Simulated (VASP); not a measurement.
# BiN in VASP: notebook

Runs on BiN. Level: PBEsol. Tasks: single point, relaxation of shape and atoms at fixed volume.

Everything below comes from runs of VASP 6.6.1. Logs are shortened: lines on timing, memory, paths and dates and some standing lists are left out, and cuts for length are marked.

### 1 The cell of the first run

The structure is tetragonal, space group P4/nmm (No. 129). The conventional cell has a = 4.015 Å, b = 4.015 Å, c = 4.949 Å, α = 90.00°, β = 90.00°, γ = 90.00°. Within 3.0 Å of Bi (site symmetry 4mm) lie 4 N at 2.29 Å. N (site symmetry -4m2) has 4 Bi at 2.29 Å and 4 N at 2.84 Å within 3.0 Å.

### 2 Single point, PBEsol (19.94 Å³/atom)

Input file INCAR:

```
PREC = Accurate
ENCUT = 520
EDIFF = 1E-6
ISMEAR = 0
SIGMA = 0.05
LREAL = F
LASPH = T
NELM = 100
ALGO = Fast
ISIF = 2
LWAVE = F
LCHARG = T
GGA = PS
LELF = T
LVHAR = T
NBANDS = 28
```

Input file KPOINTS:

```
Automatic mesh
0
Gamma
  8 8 6
```

Input file POSCAR:

```
BiN
1.0
    4.0150723628      0.0000000000      0.0000000000
    0.0000000000      4.0150723628      0.0000000000
    0.0000000000      0.0000000000      4.9485401188
Bi N
2 2
Direct
    0.5000000000      0.0000000000      0.2217482612
    0.0000000000      0.5000000000      0.7782517388
    0.0000000000      0.0000000000      0.0000000000
    0.5000000000      0.5000000000      0.0000000000
```

Potentials or basis: VASP PAW PBE potentials, release 64 (Bi_d, N).

The run is started by

```console
$ cat potpaw_PBE.64/Bi_d/POTCAR potpaw_PBE.64/N/POTCAR > POTCAR
$ mpirun -np 1 vasp_std > vasp.out
```

OUTCAR:

```text
PREC = Accurate
   ENCUT = 520
   EDIFF = 1E-6
   ISMEAR = 0
   LREAL = F
   LASPH = T
   NELM = 100
   ISIF = 2
   GGA = PS

 ion  position               nearest neighbor table
   1  0.500  0.000  0.222-   3 2.29   4 2.29   4 2.29   3 2.29   2 3.59   2 3.59   2 3.59   2 3.59

   2  0.000  0.500  0.778-   3 2.29   4 2.29   3 2.29   4 2.29   1 3.59   1 3.59   1 3.59   1 3.59

   3  0.000  0.000  0.000-   1 2.29   2 2.29   2 2.29   1 2.29
   4  0.500  0.500  0.000-   1 2.29   2 2.29   1 2.29   2 2.29

  LATTYP: Found a simple tetragonal cell.
 ALAT       =     4.0150723628
 C/A-ratio  =     1.2324908922

  Lattice vectors:

 A1 = (   4.0150723628,   0.0000000000,   0.0000000000)
 A2 = (   0.0000000000,   4.0150723628,   0.0000000000)
 A3 = (   0.0000000000,   0.0000000000,   4.9485401188)

Analysis of symmetry for initial positions (statically):
=====================================================================
 Subroutine PRICEL returns:
 Original cell was already a primitive cell.

 Routine SETGRP: Setting up the symmetry group for a
 simple tetragonal supercell.

 Subroutine GETGRP returns: Found 16 space group operations
 (whereof  8 operations were pure point group operations)
 out of a pool of 16 trial point group operations.

The static configuration has the point symmetry D_2d.
 The point group associated with its full space group is D_4h.

Analysis of symmetry for dynamics (positions and initial velocities):
=====================================================================
 Subroutine PRICEL returns:
 Original cell was already a primitive cell.

 Routine SETGRP: Setting up the symmetry group for a
 simple tetragonal supercell.

 Subroutine GETGRP returns: Found 16 space group operations
 (whereof  8 operations were pure point group operations)
 out of a pool of 16 trial point group operations.

The dynamic configuration has the point symmetry D_2d.
 The point group associated with its full space group is D_4h.

 Subroutine INISYM returns: Found 16 space group operations
 (whereof  8 operations are pure point group operations),
 and found     1 'primitive' translations

----------------------------------------------------------------------------------------

                                     Primitive cell

  volume of cell :      79.7745

  direct lattice vectors                    reciprocal lattice vectors
     4.015072363  0.000000000  0.000000000     0.249061514  0.000000000  0.000000000
     0.000000000  4.015072363  0.000000000     0.000000000  0.249061514  0.000000000
     0.000000000  0.000000000  4.948540119     0.000000000  0.000000000  0.202079801

  length of vectors
     4.015072363  4.015072363  4.948540119     0.249061514  0.249061514  0.202079801

  position of ions in fractional coordinates (direct lattice)
     0.500000000  0.000000000  0.221748261
     0.000000000  0.500000000  0.778251739
     0.000000000  0.000000000  0.000000000
     0.500000000  0.500000000  0.000000000

  ion indices of the primitive-cell ions
   primitive index   ion index
                 1           1
                 2           2
                 3           3
                 4           4

----------------------------------------------------------------------------------------

 KPOINTS: Automatic mesh

Automatic generation of k-mesh.
 Grid dimensions read from file:
 generate k-points for:    8    8    6

 Generating k-lattice:

  Cartesian coordinates                     Fractional coordinates (reciprocal lattice)
     0.031132689  0.000000000  0.000000000     0.125000000  0.000000000  0.000000000
     0.000000000  0.031132689  0.000000000     0.000000000  0.125000000  0.000000000
     0.000000000  0.000000000  0.033679967     0.000000000  0.000000000  0.166666667

  Length of vectors
     0.031132689  0.031132689  0.033679967

  Shift w.r.t. Gamma in fractional coordinates (k-lattice)
     0.000000000  0.000000000  0.000000000

 Subroutine IBZKPT returns following result:
 ===========================================

 Found     60 irreducible k-points:

 Following reciprocal coordinates:
            Coordinates               Weight
  0.000000  0.000000  0.000000      1.000000
  0.125000  0.000000  0.000000      4.000000
  0.250000  0.000000  0.000000      4.000000
  0.375000  0.000000  0.000000      4.000000
  0.500000  0.000000  0.000000      2.000000
  0.125000  0.125000  0.000000      4.000000
[... 16 lines left out ...]
  0.375000  0.125000  0.166667     16.000000
  0.500000  0.125000  0.166667      8.000000
 [... further k-points ...]
   k-points           NKPTS =     60   k-points in BZ     NKDIM =     60   number of bands    NBANDS=     28
   number of dos      NEDOS =    301   number of ions     NIONS =      4
   total plane-waves  NPLWV =  36000
   dimension x,y,z NGX =    30 NGY =   30 NGZ =   40
   dimension x,y,z NGXF=    60 NGYF=   60 NGZF=   80
   ions per type =               2   2
   NGX,Y,Z   is equivalent  to a cutoff of  12.42, 12.42, 13.44 a.u.
   NGXF,Y,Z  is equivalent  to a cutoff of  24.84, 24.84, 26.88 a.u.
 SYSTEM =  unknown system
   PREC   = accura    normal or accurate (medium, high low for compatibility)
   ISTART =      0    job   : 0-new  1-cont  2-samecut
   ICHARG =      2    charge: 1-file 2-atom 10-const
   ISPIN  =      1    spin polarized calculation?
   LNONCOLLINEAR =      F non collinear calculations
   LSORBIT =      F    spin-orbit coupling
   LASPH  =      T    aspherical Exc in radial PAW
   ENCUT  =  520.0 eV  38.22 Ry    6.18 a.u.   7.47  7.47  9.20*2*pi/ulx,y,z
   NELM   =    100;   NELMIN=  2; NELMDL= -5     # of ELM steps
   EDIFF  = 0.1E-05   stopping-criterion for ELM
   LREAL  =      F    real-space projection
   EDIFFG = 0.1E-04   stopping-criterion for IOM
   NSW    =      0    number of steps for IOM
   IBRION =     -1    ionic relax: 0-MD 1-quasi-New 2-CG
   NFREE  =      0    steps in history (QN), initial steepest desc. (CG)
   ISIF   =      2    stress and relaxation
   ISYM   =      2    0-nonsym 1-usesym 2-fastsym
   POTIM  = 0.5000    time-step for ionic-motion
   TEBEG  =    0.0;   TEEND  =   0.0 temperature during run
   PSTRESS=    0.0 pullay stress
   NELECT =      40.0000    total number of electrons
   NUPDOWN=      -1.0000    fix difference up-down
   EMIN   =  10.00;   EMAX   =-10.00  energy-range for DOS
   EFERMI =   0.00;   METHOD = LEGACY
   ISMEAR =     0;   SIGMA  =   0.05  broadening in eV -4-tet -1-fermi 0-gaus
   EFERMI_NEDOS =   21; number of points for ismear=-14 and -15
   IALGO  =     68    algorithm
   IMIX   =      4    mixing-type and parameters
     AMIX     =   0.40;   BMIX     =  1.00
     AMIX_MAG =   1.60;   BMIX_MAG =  1.00
  volume/ion in A,a.u.               =      19.94       134.59
  Fermi-wavevector in a.u.,A,eV,Ry     =   1.300589  2.457758 23.014701  1.691533
  Thomas-Fermi vector in A             =   2.431778
   LORBIT       =      0    0 simple, 1 ext, 2 COOP (PROOUT), +10 PAW based schemes
   GGA     = PS    functional components
   LHFCALC =     F    Hartree Fock is set to
   AEXX    =    0.0000 exact exchange contribution
   IVDW    =     0    specifies the selected vdW correction
   LEPSILON=     F    determine dielectric tensor
   LRPA    =     F    only Hartree local field effects (RPA)
 non-spin polarized calculation
 RMM-DIIS sequential band-by-band and
 Gauss-broadening in eV      SIGMA  =   0.05
  energy-cutoff  :      520.00
  volume of cell :       79.77
 maximum number of plane-waves:      2202
 NGX is ok and might be reduce to    30
   NGX = 15   NGY = 15   NGZ = 19

 number of electron      40.0000015 magnetization

 Free energy of the ion-electron system (eV)
  ---------------------------------------------------
  ext. energy  EPLUGINS =         0.00000000
  ---------------------------------------------------
  free energy    TOTEN  =       -23.61733149 eV

  energy without entropy =      -23.61612844  energy(sigma->0) =      -23.61672996

 E-fermi :   6.4634     XC(G=0): -10.2791

 val. band max:        6.4601768303   @ k =   0.5000   0.5000   0.0000
 cond. band min:       6.5455568657   @ k =   0.1250   0.0000   0.3333
 fundamental gap:      0.0853800354
 Fermi energy:         6.4634146538

 k-point     1 :       0.0000    0.0000    0.0000
  band No.  band energies     occupation
      1     -16.2310      2.00000
      2     -16.1198      2.00000
      3     -16.1198      2.00000
      4     -16.0814      2.00000
      5     -16.0457      2.00000
      6     -16.0424      2.00000
[... 20 lines left out ...]
     27      13.4208      0.00000
     28      13.6445      0.00000

 k-point     2 :       0.1250    0.0000    0.0000
  band No.  band energies     occupation
      1     -16.2245      2.00000
      2     -16.1169      2.00000
      3     -16.1122      2.00000
      4     -16.0764      2.00000
      5     -16.0466      2.00000
      6     -16.0464      2.00000
[... 20 lines left out ...]
     27      13.6000      0.00000
     28      14.4226      0.00000

 k-point     3 :       0.2500    0.0000    0.0000
  band No.  band energies     occupation
      1     -16.2080      2.00000
      2     -16.1087      2.00000
      3     -16.0910      2.00000
      4     -16.0699      2.00000
      5     -16.0616      2.00000
      6     -16.0570      2.00000
[... 20 lines left out ...]
     27      13.6564      0.00000
     28      15.9773      0.00000

 k-point     4 :       0.3750    0.0000    0.0000
  band No.  band energies     occupation
      1     -16.1841      2.00000
      2     -16.1108      2.00000
      3     -16.0969      2.00000
      4     -16.0700      2.00000
      5     -16.0664      2.00000
      6     -16.0378      2.00000
[... 20 lines left out ...]
     27      13.8996      0.00000
     28      15.5186      0.00000

 k-point     5 :       0.5000    0.0000    0.0000
  band No.  band energies     occupation
      1     -16.1514      2.00000
      2     -16.1514      2.00000
      3     -16.0836      2.00000
      4     -16.0836      2.00000
      5     -16.0457      2.00000
      6     -16.0457      2.00000
[... 20 lines left out ...]
     27      14.4608      0.00000
     28      14.4608      0.00000

 k-point     6 :       0.1250    0.1250    0.0000
  band No.  band energies     occupation
      1     -16.2197      2.00000
      2     -16.1139      2.00000
      3     -16.1034      2.00000
      4     -16.0720      2.00000
      5     -16.0599      2.00000
      6     -16.0416      2.00000
[... 463 lines left out ...]
      5     -16.0613      2.00000
      6     -16.0439      2.00000
[... 20 lines left out ...]
     27      13.6951      0.00000
     28      14.9630      0.00000

 k-point    22 :       0.2500    0.1250    0.1667
  band No.  band energies     occupation
      1     -16.2064      2.00000
      2     -16.1005      2.00000
      3     -16.0946      2.00000
      4     -16.0819      2.00000
      5     -16.0561      2.00000
      6     -16.0463      2.00000
[... 20 lines left out ...]
     27      14.0152      0.00000
     28      15.5111      0.00000

 k-point    23 :       0.3750    0.1250    0.1667
  band No.  band energies     occupation
      1     -16.1896      2.00000
      2     -16.1304      2.00000
      3     -16.0900      2.00000
      4     -16.0654      2.00000
      5     -16.0568      2.00000
      6     -16.0346      2.00000
[... 20 lines left out ...]
     27      14.0761      0.00000
     28      14.8325      0.00000

 k-point    24 :       0.5000    0.1250    0.1667
  band No.  band energies     occupation
      1     -16.1643      2.00000
      2     -16.1643      2.00000
      3     -16.0772      2.00000
      4     -16.0772      2.00000
      5     -16.0434      2.00000
      6     -16.0434      2.00000
[... 20 lines left out ...]
     27      14.3208      0.00000
     28      14.3208      0.00000

 [... further k-points ...]

------------------------ aborting loop because EDIFF is reached ----------------------------------------

  FORCE on cell =-STRESS in cart. coord.  units (eV):
  Direction    XX          YY          ZZ          XY          YZ          ZX
  --------------------------------------------------------------------------------------
  -------------------------------------------------------------------------------------
  Total       -0.2040315     -0.2040315     -0.1822546      0.0000000     -0.0000000      0.0000000
  in kB       -4.0977358     -4.0977358     -3.6603726      0.0000000     -0.0000000      0.0000000
  external PRESSURE =      -3.9519481 kB  Pullay stress =       0.0000000 kB

 VOLUME and BASIS-vectors are now :
 -----------------------------------------------------------------------------
  energy-cutoff  :      520.00
  volume of cell :       79.77
      direct lattice vectors                 reciprocal lattice vectors
     4.015072363  0.000000000  0.000000000     0.249061514  0.000000000  0.000000000
     0.000000000  4.015072363  0.000000000     0.000000000  0.249061514  0.000000000
     0.000000000  0.000000000  4.948540119     0.000000000  0.000000000  0.202079801

 POSITION                                       TOTAL-FORCE (eV/Angst)
 -----------------------------------------------------------------------------------
      2.00754      0.00000      1.09733        -0.000000      0.000000      0.038559
      0.00000      2.00754      3.85121         0.000000      0.000000     -0.038559
      0.00000      0.00000      0.00000         0.000000      0.000000     -0.000000
      2.00754      2.00754      0.00000         0.000000      0.000000     -0.000000
 -----------------------------------------------------------------------------------
    total drift:                                0.000000      0.000000     -0.000000

  FREE ENERGIE OF THE ION-ELECTRON SYSTEM (eV)
  ---------------------------------------------------
  free  energy   TOTEN  =       -23.6173314852 eV

  energy  without entropy=      -23.6161284402  energy(sigma->0) =      -23.61672996
```

It took 60 s on 1 thread of Oxide Virtual Turin-like, shared host; peak memory 0.22 GiB.

What came out:

* Free energy: -23.6173 eV
* Pressure: -0.4 GPa
* Largest force: 0.039 eV/Å
* Band gap on the k mesh: zero (bands 20 and 21 overlap by 0.27 eV)

Forces on the atoms (eV/Å):
```
Bi   0.000  0.000  0.039
Bi   0.000  0.000 -0.039
N    0.000  0.000  0.000
N    0.000  0.000  0.000
```

Caveat: the PAW data sets were made with another functional, which shifts forces and pressure a little; spin-orbit coupling is left out, which moves the levels of the heavy elements.

[end of part 1 of 3]

The gap in the log of VASP goes by the Fermi energy; the results here count the filled bands.